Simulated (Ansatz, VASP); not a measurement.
# Cu in VASP and in Ansatz

POSCAR

```
Cu
1.0
    0.0000000000      1.8250000000      1.8250000000
    1.8250000000      0.0000000000      1.8250000000
    1.8250000000      1.8250000000      0.0000000000
Cu
1
Direct
    0.0000000000      0.0000000000      0.0000000000
```

File INCAR.step1:

```
ALGO     = Normal         # electronic algorithm
EDIFF    = 1E-4           # SCF threshold, eV
ENCUT    = 600            # plane-wave cutoff, eV
GGA      = PE             # functional
ISMEAR   = 0              # smearing method
LASPH    = T              # aspherical terms in the spheres
LCHARG   = F              # write CHGCAR
LREAL    = F              # projectors in reciprocal space
LWAVE    = T              # write WAVECAR
NELM     = 80             # most SCF steps
PREC     = Accurate       # precision mode
SIGMA    = 0.1            # smearing width, eV
```

INCAR.step2

```
ALGO     = Normal         # electronic algorithm
EDIFF    = 1E-6           # SCF threshold, eV
EDIFFG   = -0.002         # ionic threshold
ENCUT    = 600            # plane-wave cutoff, eV
IBRION   = 2              # ionic algorithm
ISIF     = 3              # what is computed and relaxed
ISMEAR   = 0              # smearing method
ISTART   = 1            
LASPH    = T              # aspherical terms in the spheres
LCHARG   = F              # write CHGCAR
LMIXTAU  = T            
LREAL    = F              # projectors in reciprocal space
LWAVE    = F              # write WAVECAR
METAGGA  = R2SCAN         # meta-GGA
NELM     = 80             # most SCF steps
NSW      = 100            # ionic steps
PREC     = Accurate       # precision mode
SIGMA    = 0.1            # smearing width, eV
```

KPOINTS

```
k-points
0
Gamma
  20 20 20
```

Input for Ansatz:

```yaml
crystal:
  lattice:
    - [0.0, 1.825, 1.825]
    - [1.825, 0.0, 1.825]
    - [1.825, 1.825, 0.0]
  atoms:
    - { symbol: Cu, position: [0.0, 0.0, 0.0] }
basis:
  ecutwfc: 500
kpoints:
  mp_grid: { grid: [20, 20, 20] }
hamiltonian:
  xc: r2scan
  pseudopotentials: { kind: paw, azcp: { folder: soft_1 } }
scf:
  occupations: { method: gaussian, width: 0.1 }
output:
  forces: true
  stress: true
  eigenvalues: true
relax:
  adjacent_minimum: "off"
  f_tol: 0.002
  max_steps: 80
  cell: { stress_tol: 0.02 }
```

Alike in both runs: task relaxation of cell and atoms; functional r2SCAN; k mesh 20 × 20 × 20; occupations gaussian, width 0.1 eV; no spin polarisation.

|  | VASP | Ansatz |
| --- | --- | --- |
| version | VASP 6.6.1 | Ansatz 0.2.0 |
| potentials or method | VASP PAW PBE potentials, release 64 (Cu), cutoff 600 eV | scalar-relativistic, plane waves, PAW |
| valence electrons in the cell | 11 | 19 |

```csv
,VASP,Ansatz,Ansatz less VASP
"gap on the k mesh at the Fermi level, each at its own relaxed structure (eV)",none,none,-
relaxed volume (Å³/atom),11.49,11.46,-0.028
relaxed cell length with the largest relative difference (Å),2.533,2.531,-0.0021
```

VASP's potentials were made for PBE, not for r2SCAN. A gap of «none» marks a metal or a gap that the smearing closes. VASP's potentials hold 11 valence electrons a cell and Ansatz's 19, so a difference there can come from the potentials and not from the codes.
